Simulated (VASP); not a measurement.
# Ir (Im-3m) in VASP: single point with HSE06

Aim: the single point of Ir with HSE06.

All numbers are computed with VASP 6.6.1; they aren't measurements. Logs are shortened: lines on timing, memory, paths and dates and some standing lists are left out, and cuts for length are marked.

**1. The cell of the first run**

Symmetry: Im-3m, No. 229, cubic system. The conventional cell has a = 3.111 Å, b = 3.111 Å, c = 3.111 Å, α = 90.00°, β = 90.00°, γ = 90.00°. Within 3.6 Å of Ir (site symmetry m-3m) lie 14 Ir at 2.69 to 3.11 Å.

This isn't the form of Ir at room conditions, which is fcc.

**2. Single point, HSE06**

POSCAR reads:

```
Ir
1.0
   -1.5555326952      1.5555326952      1.5555326952
    1.5555326952     -1.5555326952      1.5555326952
    1.5555326952      1.5555326952     -1.5555326952
Ir
1
Direct
    0.0000000000      0.0000000000      0.0000000000
```

INCAR.step1 reads:

```
  PREC = Accurate
  ENCUT = 520
  EDIFF = 1E-5
  ISMEAR = 0
  SIGMA = 0.05
  LREAL = F
  LASPH = T
  NELM = 60
  ALGO = Normal
  ISIF = 2
  LWAVE = T
  GGA = PE
  NBANDS = 10
```

INCAR.step2 reads:

```
  PREC = Accurate
  ENCUT = 520
  EDIFF = 1E-6
  ISMEAR = 0
  SIGMA = 0.05
  LREAL = F
  LASPH = T
  NELM = 60
  ALGO = Normal
  ISIF = 2
  LWAVE = F
  LCHARG = T
  GGA = PE
  LHFCALC = T
  HFSCREEN = 0.2079
  PRECFOCK = Normal
  LELF = T
  LVHAR = T
  ISTART = 1
  NBANDS = 10
```

KPOINTS reads:

```
Automatic mesh
0
Gamma
  10 10 10
```

Potentials or basis: VASP PAW PBE potentials, release 64 (Ir).

Run with:

```bash
$ cat potpaw_PBE.64/Ir/POTCAR > POTCAR
$ cp INCAR.step1 INCAR
$ mpirun -np 1 vasp_std > vasp.out
$ cp INCAR.step2 INCAR
$ mpirun -np 1 vasp_std > vasp.out
```

OUTCAR:

```text
PREC = Accurate
   ENCUT = 520
   EDIFF = 1E-6
   ISMEAR = 0
   LREAL = F
   LASPH = T
   NELM = 60
   ISIF = 2
   GGA = PE
   LHFCALC = T
   HFSCREEN = 0.2079
   PRECFOCK = Normal
   ISTART = 1

 ion  position               nearest neighbor table
   1  0.000  0.000  0.000-

  LATTYP: Found a body centered cubic cell.
 ALAT       =     3.1110653904

  Lattice vectors:

 A1 = (  -1.5555326952,   1.5555326952,   1.5555326952)
 A2 = (   1.5555326952,  -1.5555326952,   1.5555326952)
 A3 = (   1.5555326952,   1.5555326952,  -1.5555326952)

Analysis of symmetry for initial positions (statically):
=====================================================================
 Subroutine PRICEL returns:
 Original cell was already a primitive cell.

 Routine SETGRP: Setting up the symmetry group for a
 body centered cubic supercell.

 Subroutine GETGRP returns: Found 48 space group operations
 (whereof 48 operations were pure point group operations)
 out of a pool of 48 trial point group operations.

The static configuration has the point symmetry O_h .

Analysis of symmetry for dynamics (positions and initial velocities):
=====================================================================
 Subroutine PRICEL returns:
 Original cell was already a primitive cell.

 Routine SETGRP: Setting up the symmetry group for a
 body centered cubic supercell.

 Subroutine GETGRP returns: Found 48 space group operations
 (whereof 48 operations were pure point group operations)
 out of a pool of 48 trial point group operations.

The dynamic configuration has the point symmetry O_h .

 Subroutine INISYM returns: Found 48 space group operations
 (whereof 48 operations are pure point group operations),
 and found     1 'primitive' translations

----------------------------------------------------------------------------------------

                                     Primitive cell

  volume of cell :      15.0556

  direct lattice vectors                    reciprocal lattice vectors
    -1.555532695  1.555532695  1.555532695     0.000000000  0.321433295  0.321433295
     1.555532695 -1.555532695  1.555532695     0.321433295  0.000000000  0.321433295
     1.555532695  1.555532695 -1.555532695     0.321433295  0.321433295  0.000000000

  length of vectors
     2.694261661  2.694261661  2.694261661     0.454575325  0.454575325  0.454575325

  position of ions in fractional coordinates (direct lattice)
     0.000000000  0.000000000  0.000000000

  ion indices of the primitive-cell ions
   primitive index   ion index
                 1           1

----------------------------------------------------------------------------------------

 KPOINTS: Automatic mesh

Automatic generation of k-mesh.
 Grid dimensions read from file:
 generate k-points for:   10   10   10

 Generating k-lattice:

  Cartesian coordinates                     Fractional coordinates (reciprocal lattice)
     0.000000000  0.032143330  0.032143330     0.100000000  0.000000000  0.000000000
     0.032143330  0.000000000  0.032143330     0.000000000  0.100000000  0.000000000
     0.032143330  0.032143330  0.000000000     0.000000000  0.000000000  0.100000000

  Length of vectors
     0.045457533  0.045457533  0.045457533

  Shift w.r.t. Gamma in fractional coordinates (k-lattice)
     0.000000000  0.000000000  0.000000000

 Subroutine IBZKPT returns following result:
 ===========================================

 Found     47 irreducible k-points:

 Following reciprocal coordinates:
            Coordinates               Weight
  0.000000  0.000000  0.000000      1.000000
  0.100000  0.000000  0.000000     12.000000
  0.200000  0.000000  0.000000     12.000000
  0.300000  0.000000  0.000000     12.000000
  0.400000  0.000000  0.000000     12.000000
  0.500000  0.000000  0.000000      6.000000
[... 16 lines left out ...]
  0.300000  0.300000  0.100000      8.000000
 -0.300000  0.300000  0.100000     24.000000
 [... further k-points ...]
   k-points           NKPTS =     47   k-points in BZ     NKDIM =   1000   number of bands    NBANDS=     10
   number of dos      NEDOS =    301   number of ions     NIONS =      1
   total plane-waves  NPLWV =   8000
   dimension x,y,z NGX =    20 NGY =   20 NGZ =   20
   dimension x,y,z NGXF=    40 NGYF=   40 NGZF=   40
   ions per type =               1
   NGX,Y,Z   is equivalent  to a cutoff of  12.34, 12.34, 12.34 a.u.
   NGXF,Y,Z  is equivalent  to a cutoff of  24.68, 24.68, 24.68 a.u.
 SYSTEM =  unknown system
   PREC   = accura    normal or accurate (medium, high low for compatibility)
   ISTART =      1    job   : 0-new  1-cont  2-samecut
   ICHARG =      0    charge: 1-file 2-atom 10-const
   ISPIN  =      1    spin polarized calculation?
   LNONCOLLINEAR =      F non collinear calculations
   LSORBIT =      F    spin-orbit coupling
   LASPH  =      T    aspherical Exc in radial PAW
   ENCUT  =  520.0 eV  38.22 Ry    6.18 a.u.   5.01  5.01  5.01*2*pi/ulx,y,z
   NELM   =     60;   NELMIN=  2; NELMDL=  0     # of ELM steps
   EDIFF  = 0.1E-05   stopping-criterion for ELM
   LREAL  =      F    real-space projection
   EDIFFG = 0.1E-04   stopping-criterion for IOM
   NSW    =      0    number of steps for IOM
   IBRION =     -1    ionic relax: 0-MD 1-quasi-New 2-CG
   NFREE  =      0    steps in history (QN), initial steepest desc. (CG)
   ISIF   =      2    stress and relaxation
   ISYM   =      3    0-nonsym 1-usesym 2-fastsym
   POTIM  = 0.5000    time-step for ionic-motion
   TEBEG  =    0.0;   TEEND  =   0.0 temperature during run
   PSTRESS=    0.0 pullay stress
   NELECT =       9.0000    total number of electrons
   NUPDOWN=      -1.0000    fix difference up-down
   EMIN   =  10.00;   EMAX   =-10.00  energy-range for DOS
   EFERMI =   0.00;   METHOD = LEGACY
   ISMEAR =     0;   SIGMA  =   0.05  broadening in eV -4-tet -1-fermi 0-gaus
   EFERMI_NEDOS =   21; number of points for ismear=-14 and -15
   IALGO  =     38    algorithm
   IMIX   =      1    mixing-type and parameters
     AMIX     =   0.40;   BMIX     =  1.00
     AMIX_MAG =   1.60;   BMIX_MAG =  1.00
  volume/ion in A,a.u.               =      15.06       101.60
  Fermi-wavevector in a.u.,A,eV,Ry     =   1.379081  2.606086 25.876446  1.901865
  Thomas-Fermi vector in A             =   2.504084
   LORBIT       =      0    0 simple, 1 ext, 2 COOP (PROOUT), +10 PAW based schemes
   GGA     = PE    functional components
   LHFCALC =     T    Hartree Fock is set to
   PRECFOCK=normal    Normal, Fast or Accurate (Low or Medium for compatibility)
   ENCUT4O =  -1.0   cutoff for four orbital integrals eV
   NKREDX  =     1    reduce k-point grid by
   NKREDY  =     1    reduce k-point grid by
   NKREDZ  =     1    reduce k-point grid by
   AEXX    =    0.2500 exact exchange contribution
   HFSCREEN=    0.2079 screening length (either q_TF or 0.3 A-1)
   HFSCREENC=   0.2079 screening length for correlation (either q_TF or 0.3 A-1)
   ENCUTFOCK=  -1.0 apply spherical cutoff to Coloumb kernel
   IVDW    =     0    specifies the selected vdW correction
   LEPSILON=     F    determine dielectric tensor
   LRPA    =     F    only Hartree local field effects (RPA)
 non-spin polarized calculation
 Gauss-broadening in eV      SIGMA  =   0.05
  energy-cutoff  :      520.00
  volume of cell :       15.06
 maximum number of plane-waves:       418
  NGX = 16; NGY = 16; NGZ = 16

 number of electron       9.0000002 magnetization

 Free energy of the ion-electron system (eV)
  ---------------------------------------------------
  ext. energy  EPLUGINS =         0.00000000
  ---------------------------------------------------
  free energy    TOTEN  =        -9.45818056 eV

  energy without entropy =       -9.45534493  energy(sigma->0) =       -9.45676275

 E-fermi :   8.5054     XC(G=0): -11.0592

 val. band max:        8.5043632422   @ k =   0.3000   0.2000   0.2000
 cond. band min:       8.5161696902   @ k =   0.3000   0.2000   0.1000
 fundamental gap:      0.0118064480
 Fermi energy:         8.5053547482

 k-point     1 :       0.0000    0.0000    0.0000
  band No.  band energies     occupation
      1      -2.4721      2.00000
      2       4.7389      2.00000
      3       4.7389      2.00000
      4       4.7389      2.00000
      5       7.6811      2.00000
      6       7.6812      2.00000
      7      26.9180      0.00000
      8      26.9180      0.00000
      9      26.9180      0.00000
     10      37.6970      0.00000

 k-point     2 :       0.1000    0.0000    0.0000
  band No.  band energies     occupation
      1      -1.9858      2.00000
      2       4.5294      2.00000
      3       4.7307      2.00000
      4       5.1905      2.00000
      5       7.4339      2.00000
      6       7.7256      2.00000
      7      27.1315      0.00000
      8      27.3986      0.00000
      9      27.6240      0.00000
     10      34.8112      0.00000

 k-point     3 :       0.2000    0.0000    0.0000
  band No.  band energies     occupation
      1      -0.7156      2.00000
      2       4.0162      2.00000
      3       4.6576      2.00000
      4       6.4902      2.00000
      5       7.1716      2.00000
      6       7.8728      2.00000
      7      26.8231      0.00000
      8      26.9502      0.00000
      9      29.5730      0.00000
     10      33.3154      0.00000

 k-point     4 :       0.3000    0.0000    0.0000
  band No.  band energies     occupation
      1       0.5128      2.00000
      2       3.4401      2.00000
      3       5.1270      2.00000
      4       7.3758      2.00000
      5       8.1230      2.00000
      6       8.4132      1.99086
      7      23.4690      0.00000
      8      25.1037      0.00000
      9      31.4133      0.00000
     10      32.3114      0.00000

 k-point     5 :       0.4000    0.0000    0.0000
  band No.  band energies     occupation
      1       0.7755      2.00000
      2       3.0118      2.00000
      3       6.9035      2.00000
      4       7.8891      2.00000
      5       8.3936      1.99843
      6      10.3871      0.00000
      7      19.5207      0.00000
      8      23.4906      0.00000
      9      28.0805      0.00000
     10      35.0403      0.00000

 k-point     6 :       0.5000    0.0000    0.0000
  band No.  band energies     occupation
      1       0.7191      2.00000
      2       2.8558      2.00000
      3       7.6311      2.00000
      4       8.5172      0.73810
      5       8.7702      0.00000
      6      11.3123      0.00000
      7      17.4937      0.00000
      8      22.8767      0.00000
      9      26.6883      0.00000
     10      34.9349      0.00000
[... 183 lines left out ...]
 k-point    21 :       0.3000    0.2000    0.1000
  band No.  band energies     occupation
      1       2.3641      2.00000
      2       3.2027      2.00000
      3       4.9745      2.00000
      4       8.1251      2.00000
      5       8.5162      0.75969
      6      15.2834      0.00000
      7      17.0653      0.00000
      8      21.4555      0.00000
      9      23.8625      0.00000
     10      34.1772      0.00000

 k-point    22 :      -0.2000    0.2000    0.1000
  band No.  band energies     occupation
      1      -0.2708      2.00000
      2       4.4199      2.00000
      3       4.7378      2.00000
      4       6.2852      2.00000
      5       6.3745      2.00000
      6       8.4202      1.98402
      7      26.9432      0.00000
      8      27.3471      0.00000
      9      29.8200      0.00000
     10      30.9980      0.00000

 k-point    23 :       0.3000    0.3000    0.1000
  band No.  band energies     occupation
      1       2.4989      2.00000
      2       4.1362      2.00000
      3       4.1362      2.00000
      4       8.4144      1.98990
      5       8.4144      1.98989
      6      15.6497      0.00000
      7      18.6027      0.00000
      8      18.6027      0.00000
      9      23.9957      0.00000
     10      35.2307      0.00000

 k-point    24 :      -0.3000    0.3000    0.1000
  band No.  band energies     occupation
      1       0.9466      2.00000
      2       3.8810      2.00000
      3       4.6763      2.00000
      4       6.7667      2.00000
      5       8.3011      2.00000
      6       8.7740      0.00000
      7      23.3865      0.00000
      8      25.9662      0.00000
      9      29.8442      0.00000
     10      32.7816      0.00000

 [... further k-points ...]
[... 5 lines left out ...]
  --------------------------------------------------------------------------------------
  -------------------------------------------------------------------------------------
  Total       -0.9565799     -0.9565799     -0.9565799      0.0000000      0.0000000     -0.0000000
  in kB     -101.7968695   -101.7968695   -101.7968695      0.0000000      0.0000000     -0.0000000
  external PRESSURE =    -101.7968695 kB  Pullay stress =       0.0000000 kB

 VOLUME and BASIS-vectors are now :
 -----------------------------------------------------------------------------
  energy-cutoff  :      520.00
  volume of cell :       15.06
      direct lattice vectors                 reciprocal lattice vectors
    -1.555532695  1.555532695  1.555532695     0.000000000  0.321433295  0.321433295
     1.555532695 -1.555532695  1.555532695     0.321433295  0.000000000  0.321433295
     1.555532695  1.555532695 -1.555532695     0.321433295  0.321433295  0.000000000

 POSITION                                       TOTAL-FORCE (eV/Angst)
 -----------------------------------------------------------------------------------
      0.00000      0.00000      0.00000        -0.000000      0.000000      0.000000
 -----------------------------------------------------------------------------------
    total drift:                                0.000000      0.000000     -0.000000

  FREE ENERGIE OF THE ION-ELECTRON SYSTEM (eV)
  ---------------------------------------------------
  free  energy   TOTEN  =        -9.4581805624 eV

  energy  without entropy=       -9.4553449325  energy(sigma->0) =       -9.45676275
```

Run time: 64 min. Hardware: 1 thread of Intel Xeon Platinum 8488C (Sapphire Rapids), shared host; peak memory 0.26 GiB.

What came out:

```yaml
Free_energy: -9.4582 eV
Pressure: -10.2 GPa
Band_gap_on_the_k_mesh: zero (an odd number of electrons rules out a gap without spin polarisation)
```

Levels at points of the mesh, in eV from the Fermi level:
```csv
k point,band 1,band 2,band 3,band 4,band 5,band 6,band 7,band 8,band 9
"(0.00, 0.00, 0.00)",-10.98,-3.77,-3.77,-3.77,-0.82,-0.82,18.41,18.41,18.41
"(0.50, 0.00, 0.00)",-7.79,-5.65,-0.87,0.01,0.26,2.81,8.99,14.37,18.18
"(0.50, 0.50, 0.50)",-7.41,-7.41,2.08,2.08,2.08,8.91,8.91,8.91,16.03
```

Caveat: the cell stands under tension; the PAW data sets were made with another functional, which shifts forces and pressure a little; spin-orbit coupling is left out, which moves the levels of the heavy elements.
